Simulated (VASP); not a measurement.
# Cu3O2 (I4/mmm) in VASP: a series of runs, part 2 of 2

VASP 6.6.1. The steps go on from the part before.

## 4. Single point, LDA

This run uses another cell than the first one, of 10.87 Å³/atom.

The input, INCAR:

```
PREC = Accurate
ENCUT = 520
EDIFF = 1E-7
ISMEAR = 0
SIGMA = 0.15
LREAL = False
LASPH = True
NELM = 60
ALGO = Normal
ISIF = 2
LWAVE = False
LCHARG = True
GGA = CA
LELF = True
LVHAR = True
NBANDS = 30
```

The input, KPOINTS:

```
Automatic mesh
0
Gamma
  14 14 14
```

The input, POSCAR:

```
Cu3O2
1.0
   -1.8963500000      1.8963500000      3.7799000000
    1.8963500000     -1.8963500000      3.7799000000
    1.8963500000      1.8963500000     -3.7799000000
Cu O
3 2
Direct
    0.2500000000      0.7500000000      0.5000000000
    0.7500000000      0.2500000000      0.5000000000
    0.0000000000      0.0000000000      0.0000000000
    0.0000000000      0.5000000000      0.5000000000
    0.5000000000      0.0000000000      0.5000000000
```

Potentials or basis: VASP PAW LDA potentials, release 64 (Cu, O).

Run with:

```console
$ cat potpaw_LDA.64/Cu/POTCAR potpaw_LDA.64/O/POTCAR > POTCAR
$ mpirun -np 1 vasp_std > vasp.out
```

OUTCAR:

```text
PREC = Accurate
   ENCUT = 520
   EDIFF = 1E-7
   ISMEAR = 0
   LREAL = False
   LASPH = True
   NELM = 60
   ISIF = 2
   GGA = CA

 ion  position               nearest neighbor table
   1  0.250  0.750  0.500-   4 1.89   5 1.89   3 2.68   3 2.68   3 2.68   3 2.68   2 2.68   2 2.68
                             2 2.68   2 2.68
   2  0.750  0.250  0.500-   4 1.89   5 1.89   3 2.68   3 2.68   3 2.68   3 2.68   1 2.68   1 2.68
                             1 2.68   1 2.68
   3  0.000  0.000  0.000-   4 1.90   5 1.90   4 1.90   5 1.90   2 2.68   1 2.68   1 2.68   2 2.68
                             2 2.68   1 2.68   1 2.68   2 2.68
   4  0.000  0.500  0.500-   1 1.89   2 1.89   3 1.90   3 1.90
   5  0.500  0.000  0.500-   1 1.89   2 1.89   3 1.90   3 1.90

  LATTYP: Found a body centered tetragonal cell.
 ALAT       =     3.7927000000
 C/A-ratio  =     1.9932501912

  Lattice vectors:

 A1 = (  -1.8963500000,   1.8963500000,   3.7799000000)
 A2 = (   1.8963500000,  -1.8963500000,   3.7799000000)
 A3 = (   1.8963500000,   1.8963500000,  -3.7799000000)

Analysis of symmetry for initial positions (statically):
=====================================================================
 Subroutine PRICEL returns:
 Original cell was already a primitive cell.

 Routine SETGRP: Setting up the symmetry group for a
 body centered tetragonal supercell.

 Subroutine GETGRP returns: Found 16 space group operations
 (whereof 16 operations were pure point group operations)
 out of a pool of 16 trial point group operations.

The static configuration has the point symmetry D_4h.

Analysis of symmetry for dynamics (positions and initial velocities):
=====================================================================
 Subroutine PRICEL returns:
 Original cell was already a primitive cell.

 Routine SETGRP: Setting up the symmetry group for a
 body centered tetragonal supercell.

 Subroutine GETGRP returns: Found 16 space group operations
[... 130 lines left out ...]
  volume/ion in A,a.u.               =      10.87        73.38
  Fermi-wavevector in a.u.,A,eV,Ry     =   1.537045  2.904594 32.143862  2.362507
  Thomas-Fermi vector in A             =   2.643609
   LORBIT       =      0    0 simple, 1 ext, 2 COOP (PROOUT), +10 PAW based schemes
   GGA     = CA    functional components
   LHFCALC =     F    Hartree Fock is set to
   AEXX    =    0.0000 exact exchange contribution
   IVDW    =     0    specifies the selected vdW correction
   LEPSILON=     F    determine dielectric tensor
   LRPA    =     F    only Hartree local field effects (RPA)
 non-spin polarized calculation
 Gauss-broadening in eV      SIGMA  =   0.15
  energy-cutoff  :      520.00
  volume of cell :       54.37
 maximum number of plane-waves:      1480
   NGX = 17   NGY = 17   NGZ = 17

 number of electron      45.0000011 magnetization

 Free energy of the ion-electron system (eV)
  ---------------------------------------------------
  ext. energy  EPLUGINS =         0.00000000
  ---------------------------------------------------
  free energy    TOTEN  =       -27.02770803 eV

  energy without entropy =      -27.01168737  energy(sigma->0) =      -27.01969770

 E-fermi :   5.2759     XC(G=0): -12.2601

 val. band max:        5.2750451599   @ k =  -0.3571   0.5000   0.2143
 cond. band min:       5.2766877450   @ k =  -0.4286   0.1429  -0.0000
 fundamental gap:      0.0016425851
 Fermi energy:         5.2759050069

 k-point     1 :       0.0000    0.0000    0.0000
  band No.  band energies     occupation
      1     -14.1394      2.00000
      2     -12.5190      2.00000
      3      -1.1520      2.00000
      4      -0.7181      2.00000
      5      -0.7181      2.00000
      6      -0.3437      2.00000
[... 781 lines left out ...]
     29      15.7484      0.00000
     30      17.1539      0.00000

 [... further k-points ...]

------------------------ aborting loop because EDIFF is reached ----------------------------------------

  FORCE on cell =-STRESS in cart. coord.  units (eV):
  Direction    XX          YY          ZZ          XY          YZ          ZX
  --------------------------------------------------------------------------------------
  -------------------------------------------------------------------------------------
  Total        1.6839960      1.6839960     -6.4306441      0.0000000      0.0000000      0.0000000
  in kB       49.6220095     49.6220095   -189.4906390      0.0000000      0.0000000      0.0000000
  external PRESSURE =     -30.0822066 kB  Pullay stress =       0.0000000 kB

 VOLUME and BASIS-vectors are now :
 -----------------------------------------------------------------------------
  energy-cutoff  :      520.00
  volume of cell :       54.37
      direct lattice vectors                 reciprocal lattice vectors
    -1.896350000  1.896350000  3.779900000     0.000000000  0.263664408  0.132278632
     1.896350000 -1.896350000  3.779900000     0.263664408  0.000000000  0.132278632
     1.896350000  1.896350000 -3.779900000     0.263664408  0.263664408  0.000000000

 POSITION                                       TOTAL-FORCE (eV/Angst)
 -----------------------------------------------------------------------------------
      1.89635      0.00000      1.88995         0.000000     -0.000000      0.000000
      0.00000      1.89635      1.88995        -0.000000      0.000000      0.000000
      0.00000      0.00000      0.00000        -0.000000      0.000000     -0.000000
      1.89635      0.00000      0.00000        -0.000000      0.000000     -0.000000
      0.00000      1.89635      0.00000        -0.000000      0.000000     -0.000000
 -----------------------------------------------------------------------------------
    total drift:                               -0.000000      0.000000      0.000000

  FREE ENERGIE OF THE ION-ELECTRON SYSTEM (eV)
  ---------------------------------------------------
  free  energy   TOTEN  =       -27.0277080294 eV

  energy  without entropy=      -27.0116873674  energy(sigma->0) =      -27.01969770
```

OSZICAR:

```text
N       E                     dE             d eps       ncg     rms          rms(c)
DAV:   1     0.430623872128E+03    0.43062E+03   -0.20871E+04 15440   0.244E+03
DAV:   2     0.333416504518E+02   -0.39728E+03   -0.37365E+03 14766   0.451E+02
DAV:   3    -0.311708653692E+02   -0.64513E+02   -0.60835E+02 19452   0.207E+02
DAV:   4    -0.344321662971E+02   -0.32613E+01   -0.32366E+01 21210   0.515E+01
DAV:   5    -0.344618829464E+02   -0.29717E-01   -0.29709E-01 20314   0.545E+00    0.196E+01
DAV:   6    -0.311097316018E+02    0.33522E+01   -0.56881E+01 20918   0.180E+02    0.144E+01
DAV:   7    -0.270186509981E+02    0.40911E+01   -0.17466E+01 18862   0.131E+02    0.366E+00
DAV:   8    -0.271533832716E+02   -0.13473E+00   -0.27800E+00 22546   0.243E+01    0.216E+00
DAV:   9    -0.270624827362E+02    0.90901E-01   -0.13977E-01 24586   0.118E+01    0.147E+00
DAV:  10    -0.270337163297E+02    0.28766E-01   -0.66844E-02 24202   0.891E+00    0.612E-01
DAV:  11    -0.270291804396E+02    0.45359E-02   -0.16294E-02 23190   0.181E+00    0.224E-01
DAV:  12    -0.270278285989E+02    0.13518E-02   -0.36220E-03 22034   0.106E+00    0.988E-02
DAV:  13    -0.270277298942E+02    0.98705E-04   -0.86538E-04 20932   0.579E-01    0.401E-02
DAV:  14    -0.270277156327E+02    0.14262E-04   -0.35291E-04 22016   0.225E-01    0.213E-02
DAV:  15    -0.270277117744E+02    0.38582E-05   -0.89891E-06 21808   0.400E-02    0.154E-02
DAV:  16    -0.270277080350E+02    0.37395E-05   -0.98555E-06 22916   0.309E-02    0.250E-03
DAV:  17    -0.270277080569E+02   -0.21970E-07   -0.17715E-06 20234   0.132E-02    0.172E-03
DAV:  18    -0.270277080294E+02    0.27539E-07   -0.33926E-08  9150   0.268E-03
   1 F= -.27027708E+02 E0= -.27019698E+02  d E =-.160207E-01
```

Wall time 20 min (1 thread of Intel Xeon 8259CL, shared host); peak memory 0.41 GiB.

What came out:

| Item | Value |
| --- | --- |
| Free energy | -27.0277 eV |
| Pressure | -3.0 GPa |
| Band gap on the k mesh | zero (an odd number of electrons rules out a gap without spin polarisation) |

Caveat: the stress differs along the axes, from -19 to 5 GPa; an odd number of electrons without spin polarisation forces a metal; a magnetic or distorted state may lie lower. With open d or f shells a metallic result of LDA can be an artefact of self-interaction; +U or a hybrid may open a gap.

## 5. Single point, LDA

This run uses another cell than the first one, of 10.89 Å³/atom.

The input, INCAR:

```
SYSTEM = Cu3O2
ALGO = Normal
EDIFF = 1E-6
ENCUT = 520
ISIF = 2
ISMEAR = 0
LASPH = .TRUE.
LCHARG = .FALSE.
LREAL = .FALSE.
LWAVE = .FALSE.
NBANDS = 30
NELM = 80
PREC = Accurate
SIGMA = 0.15
```

The input, KPOINTS:

```
k-points
0
G
  14 14 14
  0 0 0
```

POSCAR, as its differences from that of step 4:

```diff
@@ -2,5 +2,5 @@
 1.0
-   -1.8963500000      1.8963500000      3.7799000000
-    1.8963500000     -1.8963500000      3.7799000000
-    1.8963500000      1.8963500000     -3.7799000000
+   -1.9745500000      1.9745500000      3.4928000000
+    1.9745500000     -1.9745500000      3.4928000000
+    1.9745500000      1.9745500000     -3.4928000000
 Cu O
```

Potentials or basis: VASP PAW LDA potentials, release 64 (Cu, O).

Run with:

```console
$ cat potpaw_LDA.64/Cu/POTCAR potpaw_LDA.64/O/POTCAR > POTCAR
$ mpirun -np 1 vasp_std > vasp.out
```

OUTCAR:

```text
SYSTEM = Cu3O2
   EDIFF = 1E-6
   ENCUT = 520
   ISIF = 2
   ISMEAR = 0
   LASPH = .TRUE.
   LREAL = .FALSE.
   NELM = 80
   PREC = Accurate

 ion  position               nearest neighbor table
   1  0.250  0.750  0.500-   4 1.75   5 1.75   3 2.64   3 2.64   3 2.64   3 2.64   2 2.79   2 2.79
                             2 2.79   2 2.79
   2  0.750  0.250  0.500-   4 1.75   5 1.75   3 2.64   3 2.64   3 2.64   3 2.64   1 2.79   1 2.79
                             1 2.79   1 2.79
[... 1002 lines left out ...]
  -------------------------------------------------------------------------------------
  Total        0.2685297      0.2685297      6.8908994      0.0000000      0.0000000      0.0000000
  in kB        7.8982881      7.8982881    202.6826212      0.0000000      0.0000000      0.0000000
  external PRESSURE =      72.8263992 kB  Pullay stress =       0.0000000 kB

 VOLUME and BASIS-vectors are now :
 -----------------------------------------------------------------------------
  energy-cutoff  :      520.00
  volume of cell :       54.47
      direct lattice vectors                 reciprocal lattice vectors
    -1.974550000  1.974550000  3.492800000     0.000000000  0.253222253  0.143151626
     1.974550000 -1.974550000  3.492800000     0.253222253  0.000000000  0.143151626
     1.974550000  1.974550000 -3.492800000     0.253222253  0.253222253  0.000000000

 POSITION                                       TOTAL-FORCE (eV/Angst)
 -----------------------------------------------------------------------------------
      1.97455     -0.00000      1.74640         0.000000     -0.000000     -0.000000
     -0.00000      1.97455      1.74640         0.000000      0.000000      0.000000
      0.00000      0.00000      0.00000        -0.000000      0.000000      0.000000
      1.97455      0.00000      0.00000        -0.000000      0.000000      0.000000
      0.00000      1.97455      0.00000        -0.000000      0.000000      0.000000
 -----------------------------------------------------------------------------------
    total drift:                                0.000000      0.000000      0.000000

  FREE ENERGIE OF THE ION-ELECTRON SYSTEM (eV)
  ---------------------------------------------------
  free  energy   TOTEN  =       -27.1450073277 eV

  energy  without entropy=      -27.1225885131  energy(sigma->0) =      -27.13379792
```

stdout:

```text
POSCAR found type information on POSCAR CuO
 POSCAR found :  2 types and       5 ions
 scaLAPACK will be used
 LDA part: xc-table for (Slater(with rela. corr.)+CA(PZ))
 , standard interpolation
 POSCAR, INCAR and KPOINTS ok, starting setup
 FFT: planning ... GRIDC
 FFT: planning ... GRID_SOFT
 FFT: planning ... GRID
 WAVECAR not read
 entering main loop
```

It took 17 min on 1 thread of Intel Xeon 8259CL, shared host; peak memory 0.42 GiB.

Results:

| Quantity | Value |
| --- | --- |
| Free energy | -27.1450 eV |
| Pressure | 7.3 GPa |
| Band gap on the k mesh | zero (an odd number of electrons rules out a gap without spin polarisation) |

Stress tensor (GPa, compression positive):
```
 0.79  0.00  0.00
 0.00  0.79  0.00
 0.00  0.00 20.27
```

Caveat: the stress differs along the axes, from 1 to 20 GPa; an odd number of electrons without spin polarisation forces a metal; a magnetic or distorted state may lie lower. With open d or f shells a metallic result of LDA can be an artefact of self-interaction; +U or a hybrid may open a gap.

## 6. Overview

| cell | gap on the mesh (eV) | pressure (GPa) |
| --- | --- | --- |
| a = 4.573 Å, angles 130.5, 130.5, 72.7°, 5 atoms | none | -0.2 |
| a = 4.415 Å, angles 126.3, 126.3, 79.4°, 5 atoms | none | 15.2 |
| a = 4.635 Å, angles 131.7, 131.7, 70.7°, 5 atoms | none | -3.0 |
| a = 4.472 Å, angles 127.6, 127.6, 77.3°, 5 atoms | none | 7.3 |

Alike in all rows: task single point; level LDA; potentials or basis VASP PAW LDA potentials, release 64 (Cu, O); no spin polarisation; k mesh 14 × 14 × 14; cutoff (eV) 520; smearing gaussian 0.15 eV.

Caveats: an odd number of electrons without spin polarisation forces a metal; a magnetic or distorted state may lie lower; the stress differs along the axes, from -9 to 4 GPa (at least some runs); the stress differs along the axes, from 1 to 43 GPa (at least some runs); the stress differs along the axes, from -19 to 5 GPa (at least some runs); the stress differs along the axes, from 1 to 20 GPa (at least some runs).

Total energies depend on the potentials used, so only differences within one code and one set of settings carry meaning.
